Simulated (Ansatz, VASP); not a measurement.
**Two plane-wave programs on Se**

POSCAR

```
Se
1.0
    3.6944851942      0.0000000000      0.0000000000
   -1.8472425971      3.1995180321      0.0000000000
    0.0000000000      0.0000000000      3.8800225326
Se
2
Direct
    0.3333333333      0.6666666667      0.2500000000
    0.6666666667      0.3333333333      0.7500000000
```

Contents of INCAR.step1:

```
SYSTEM = Se
PREC = Accurate
ENCUT = 520
ISMEAR = -1
SIGMA = 0.1
LREAL = .FALSE.
LASPH = .TRUE.
NELM = 80
NBANDS = 13
GGA = PE
ALGO = Normal
EDIFF = 1E-4
LWAVE = .TRUE.
LCHARG = .FALSE.
```

File INCAR.step2:

```
SYSTEM = Se
PREC = Accurate
ENCUT = 520
EDIFF = 1E-6
ISMEAR = -1
SIGMA = 0.1
LREAL = .FALSE.
LASPH = .TRUE.
NELM = 80
ALGO = Normal
ISIF = 2
LWAVE = .FALSE.
LCHARG = .TRUE.
METAGGA = R2SCAN
LMIXTAU = .TRUE.
LELF = .TRUE.
LVHAR = .TRUE.
NBANDS = 13
ISTART = 1
```

The input KPOINTS:

```
regular mesh
0
G
  11 11 9
  0 0 0
```

Input for Ansatz:

```yaml
crystal:
  lattice:
    - [3.6944851942, 0.0, 0.0]
    - [-1.8472425971, 3.1995180321, 0.0]
    - [0.0, 0.0, 3.8800225326]
  atoms:
    - { symbol: Se, position: [0.3333333333, 0.6666666667, 0.25] }
    - { symbol: Se, position: [0.6666666667, 0.3333333333, 0.75] }
hamiltonian:
  xc: r2scan
  pseudopotentials:
    kind: paw
    azcp:
      Se: "pseudopotentials/Se.paw.azcp"
basis:
  ecutwfc: 500
  fft_grid_basis: typed
kpoints:
  mp_grid: { grid: [11, 11, 9], shift: [0, 0, 0] }
magnetization:
  spin_polarized: false
scf:
  occupations: { method: fermi_dirac, width: 0.1 }
  lower_state_search: "off"
output:
  stress: true
```

Alike in both runs: task single point; functional r2SCAN; k mesh 11 × 11 × 9; occupations fermi-dirac, width 0.1 eV; no spin polarisation.

```csv
,VASP,Ansatz
version,VASP 6.6.1,Ansatz 0.2.0
potentials or method,"VASP PAW PBE potentials, release 64 (Se), cutoff 520 eV","plane waves (500 eV) with PAW, scalar-relativistic"
valence electrons in the cell,12,32
```

Ansatz gave:

- pressure (GPa): -2.7
- traceless stress, the component that is largest in VASP (GPa): -1.26

Q: What did VASP give for the same quantities?

A: Pressure (GPa): -2.8; traceless stress, the component that is largest in VASP (GPa): -1.29.

VASP's potentials were made for PBE, not for r2SCAN. VASP's potentials hold 12 valence electrons a cell and Ansatz's 32, so a difference there can come from the potentials and not from the codes.
